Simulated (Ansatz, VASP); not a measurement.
# One calculation of SiC, two programs

```
Si C
1.0
     0.00000    2.00008    2.08704
     2.00008    0.00000    2.08704
     2.00008    2.00008    0.00000
Si C
1 1
Direct
  0.00000 0.00000 0.00000
  0.75000 0.75000 0.75000
```

Change from the starting cell: strain -0.080 along x and y, -0.040 along z, atoms carried along.

Alike in both runs: task single point; functional r2SCAN; k mesh 12 × 12 × 12; occupations gaussian, width 0.05 eV; no spin polarisation.

|  | VASP | Ansatz |
| --- | --- | --- |
| version | VASP 6.6.1 | Ansatz 0.2.0 |
| potentials or method | VASP PAW PBE potentials, release 64 (Si, C), cutoff 520 eV | scalar-relativistic, plane waves, PAW |
| valence electrons in the cell | 8 | 8 |

VASP gave:

| Property | Result |
| --- | --- |
| gap on the k mesh at the Fermi level (eV) | 1.28 |
| least direct gap on the mesh (eV) | 5.24 |
| pressure (GPa) | 71.9 |
| traceless stress, the component that is largest in VASP (GPa) | -8.80 |

**Question.** Estimate Ansatz's values.

**Answer.** gap on the k mesh at the Fermi level (eV): 1.26; least direct gap on the mesh (eV): 5.22; pressure (GPa): 72.4; traceless stress, the component that is largest in VASP (GPa): -8.72.

VASP's potentials were made for PBE, not for r2SCAN. Both programs put the cell under a high pressure, so it lies far from rest at this level. The functional is the same, so the differences come from potentials, cutoffs and numerics.

Noted on VASP's run: the cell as given lies far from equilibrium.
